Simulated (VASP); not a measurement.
# PbS (sol): single point with PBEsol

Crystal: PbS (sol).

```
Pb S
1.0
     0.00000    2.92237    2.95791
     2.92237    0.00000    2.95791
     2.92237    2.92237    0.00000
Pb S
1 1
Cartesian
  0.0000 0.0000 0.0000
  2.9224 2.9224 2.9579
```

This cell differs from its parent crystal: strained cell.

```json
{"Program": "VASP 6.6.1", "Task": "single point", "Functional": "PBEsol", "Potentials or basis": "VASP PAW PBE potentials, release 64 (Pb_d, S)", "Cutoff": "500 eV", "k mesh": "10 × 10 × 10", "Occupations": "gaussian, width 0.01 eV", "Spin": "no spin polarisation"}
```

```json
{
  "Pressure": "1.1 GPa",
  "Band gap on the k mesh": "0.12 eV, direct"
}
```

Stress tensor (GPa, compression positive):
```
 1.65  0.00  0.00
 0.00  1.65  0.00
 0.00  0.00 -0.06
```

Levels at points of the mesh, in eV from the valence-band top:
```
           k point  band 8  band 9  band 10  band 11  band 12  band 13
(0.00, 0.00, 0.00)   -2.41   -2.41    -2.31     5.02     5.31     5.31
(0.50, 0.00, 0.00)   -1.97   -1.94     0.00     0.12     1.74     1.82
(0.50, 0.50, 0.00)   -5.57   -3.71    -3.71     3.57     5.50     5.77
(0.50, 0.00, 0.50)   -5.59   -3.80    -3.67     3.52     5.56     5.64
```

Run time: 92 s on 1 thread of Intel(R) Xeon(R) Platinum 8259CL CPU @ 2.50GHz (Skylake/Cascade Lake) (shared host), peak memory 0.22 GiB.

Caveat: the cell differs from its parent crystal (strained cell); the PAW data sets were made with another functional, which shifts forces and pressure a little; spin-orbit coupling is left out, which moves the levels of the heavy elements. A k mesh can miss the band edges.
